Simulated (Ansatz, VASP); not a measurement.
Two plane-wave programs on La2Hf2O

File INCAR:

```
ALGO = Normal ; EDIFF = 1E-6
ENCUT = 520 ; GGA = PE
ISIF = 2 ; ISMEAR = 0
LASPH = True ; LCHARG = False
LREAL = False ; LWAVE = False
NBANDS = 32 ; NELM = 100
PREC = Accurate ; SIGMA = 0.1
```

Contents of KPOINTS:

```
k-points
0
Gamma
  6 6 4
```

File POSCAR:

```
La2Hf2O
1.0
    3.9899208400      0.0000000000      0.0000000000
   -1.9949604200      3.4553728000      0.0000000000
    0.0000000000      0.0000000000      7.0910964000
La Hf O
2 2 1
Direct
    0.3333333300      0.6666666700      0.2899999900
    0.6666666700      0.3333333300      0.7100000100
    0.3333333300      0.6666666700      0.6200000000
    0.6666666700      0.3333333300      0.3800000000
    0.0000000000      0.0000000000      0.0000000000
```

Input for Ansatz:

```yaml
crystal:
  lattice:
    - [3.98992084, 0.0, 0.0]
    - [-1.99496042, 3.4553728, 0.0]
    - [0.0, 0.0, 7.0910964]
  atoms:
    - { symbol: La, position: [0.33333333, 0.66666667, 0.28999999] }
    - { symbol: La, position: [0.66666667, 0.33333333, 0.71000001] }
    - { symbol: Hf, position: [0.33333333, 0.66666667, 0.62] }
    - { symbol: Hf, position: [0.66666667, 0.33333333, 0.38] }
    - { symbol: O, position: [0.0, 0.0, 0.0] }
basis:
  ecutwfc: 420
kpoints:
  mp_grid: { grid: [6, 6, 4] }
hamiltonian:
  xc: pbe
scf:
  occupations: { method: gaussian, width: 0.1 }
  lower_state_search: "off"
output:
  forces: true
  stress: true
  eigenvalues: true
```

Change from the starting cell: species swapped into the Ho2SeO2 type (P-3m1, No. 164).

Alike in both runs: task single point; functional PBE; k mesh 6 × 6 × 4; occupations gaussian, width 0.1 eV; no spin polarisation.

```csv
,VASP,Ansatz
version,VASP 6.6.1,Ansatz 0.2.0
potentials or method,"VASP PAW PBE potentials, release 64 (La, Hf_pv, O), cutoff 520 eV","scalar-relativistic, plane waves, PAW"
valence electrons in the cell,48,80
```

VASP gave:

| Item | Value |
| --- | --- |
| gap on the k mesh at the Fermi level (eV) | none |
| rms of the force components (eV/Å) | 3.705 |

Estimate Ansatz's values.

gap on the k mesh at the Fermi level (eV): none; rms of the force components (eV/Å): 3.638.

Atom by atom the forces differ by 0.068 eV/Å (rms over components). A gap of «none» marks a metal or a gap that the smearing closes. With one functional, cell and mesh, what is left measures potentials, basis and numerics. VASP's potentials hold 48 valence electrons a cell and Ansatz's 80, so a difference there can come from the potentials and not from the codes.

Spin-orbit coupling is off throughout.
